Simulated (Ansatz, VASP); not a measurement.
**Si3Sn in VASP and in Ansatz**

File POSCAR:

```
Si3Sn
1.0
    3.9968518910      0.0000000000      0.0000000000
    0.0000000000      3.9968518910      0.0000000000
    0.0000000000      0.0000000000      5.6905496849
Si Sn
3 1
Direct
    0.5000000000      0.0000000000      0.7746010626
    0.5000000000      0.5000000000      0.0000000000
    0.0000000000      0.5000000000      0.2253989374
    0.0000000000      0.0000000000      0.5000000000
```

Contents of INCAR.step1:

```
SYSTEM = Si3Sn
ALGO = Normal
EDIFF = 1E-4
ENCUT = 520
GGA = PE
ISMEAR = 0
LASPH = .True.
LCHARG = .False.
LREAL = .False.
LWAVE = .True.
NBANDS = 21
NELM = 100
PREC = Accurate
SIGMA = 0.01
```

INCAR.step2

```
SYSTEM = Si3Sn
ALGO = Normal
EDIFF = 1E-7
ENCUT = 520
ISIF = 2
ISMEAR = 0
ISTART = 1
LASPH = .True.
LCHARG = .False.
LMIXTAU = .True.
LREAL = .False.
LWAVE = .False.
METAGGA = R2SCAN
NBANDS = 21
NELM = 100
PREC = Accurate
SIGMA = 0.01
```

File KPOINTS:

```
k-points
0
Gamma
  6 6 4
  0 0 0
```

Input for Ansatz:

```yaml
crystal:
  lattice:
    - [3.996851891, 0.0, 0.0]
    - [0.0, 3.996851891, 0.0]
    - [0.0, 0.0, 5.6905496849]
  atoms:
    - { symbol: Si, position: [0.5, 0.0, 0.7746010626] }
    - { symbol: Si, position: [0.5, 0.5, 0.0] }
    - { symbol: Si, position: [0.0, 0.5, 0.2253989374] }
    - { symbol: Sn, position: [0.0, 0.0, 0.5] }
kpoints:
  mp_grid: { grid: [6, 6, 4] }
hamiltonian:
  xc: r2scan
scf:
  occupations: { method: fixed }
  n_extra_bands: 5
output:
  forces: true
  stress: true
  eigenvalues: true
```

Alike in both runs: task single point; functional r2SCAN; k mesh 6 × 6 × 4; no spin polarisation.

```csv
,VASP,Ansatz
version,VASP 6.6.1,Ansatz 0.2.0
potentials or method,"VASP PAW PBE potentials, release 64 (Si, Sn_d)","plane waves, PAW"
plane-wave cutoff (eV),520,500
occupations,"gaussian, width 0.01 eV",fixed
valence electrons in the cell,26,26
```

VASP gave:

- gap on the k mesh at the Fermi level (eV): 0.35
- pressure (GPa): 2.4
- rms of the force components (eV/Å): 0.019

Question: What did Ansatz give for the same quantities?

Answer: gap on the k mesh at the Fermi level (eV): 0.34; pressure (GPa): 2.6; rms of the force components (eV/Å): 0.017.

VASP's potentials were made for PBE, not for r2SCAN. Atom by atom the forces differ by 0.002 eV/Å (rms over components).
